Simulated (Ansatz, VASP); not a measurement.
**TaSi2: VASP beside Ansatz**

File INCAR:

```
ALGO = Normal ; EDIFF = 1E-6
EDIFFG = -0.01 ; ENCUT = 600
GGA = PE ; IBRION = 2
ISIF = 3 ; ISMEAR = 0
LASPH = True ; LCHARG = False
LREAL = False ; LWAVE = False
NELM = 80 ; NSW = 100
PREC = Accurate ; SIGMA = 0.1
```

KPOINTS

```
k-points
0
Gamma
  8 18 18
```

File POSCAR:

```
TaSi2
1.0
    6.3149288709      0.0000000000      0.0000000000
    0.0000000000      1.5808744509      2.4770952977
    0.0000000000     -1.5808744509      2.4770952977
Ta Si
1 2
Direct
    0.0000000000      0.6776842422      0.6776842422
    0.3150422707      0.3316110370      0.3316110370
    0.6849577293      0.3316110370      0.3316110370
```

Input for Ansatz:

```yaml
crystal:
  lattice:
    - [6.3149288741, 0.0, 0.0]
    - [0.0, 1.5808744503, 2.4770952924]
    - [0.0, -1.5808744503, 2.4770952924]
  atoms:
    - { symbol: Ta, position: [0.0, 0.6776842407, 0.6776842407] }
    - { symbol: Si, position: [0.3150422722, 0.3316110363, 0.3316110363] }
    - { symbol: Si, position: [0.6849577278, 0.3316110363, 0.3316110363] }
basis:
  ecutwfc: 420
kpoints:
  mp_grid: { grid: [8, 18, 18] }
hamiltonian:
  xc: pbe
scf:
  occupations: { method: gaussian, width: 0.1 }
output:
  forces: true
  stress: true
  eigenvalues: true
  write_density: true
  write_potential: true
  elf: true
  volumetric_format: npy
relax:
  adjacent_minimum: "off"
  f_tol: 0.01
  max_steps: 80
  cell: { stress_tol: 0.05 }
```

Change from the starting cell: the structure that the rattled cell fell into.

Alike in both runs: task relaxation of cell and atoms; functional PBE; k mesh 8 × 18 × 18; occupations gaussian, width 0.1 eV; no spin polarisation.

|  | VASP | Ansatz |
| --- | --- | --- |
| version | VASP 6.6.1 | Ansatz 0.2.0 |
| potentials or method | VASP PAW PBE potentials, release 64 (Ta_pv, Si), cutoff 600 eV | scalar-relativistic, plane waves, PAW |
| valence electrons in the cell | 19 | 21 |

```tsv
	VASP	Ansatz	Ansatz less VASP
gap on the k mesh at the Fermi level, each at its own relaxed structure (eV)	none	none	-
relaxed volume (Å³/atom)	16.50	16.49	-0.006
relaxed length of the cell vector where the two differ most in proportion (Å)	2.919	2.919	-0.0006
```

A gap of «none» marks a metal or a gap that the smearing closes. VASP's potentials hold 19 valence electrons a cell and Ansatz's 21, so a difference there can come from the potentials and not from the codes.

Neither program's run includes spin-orbit coupling.
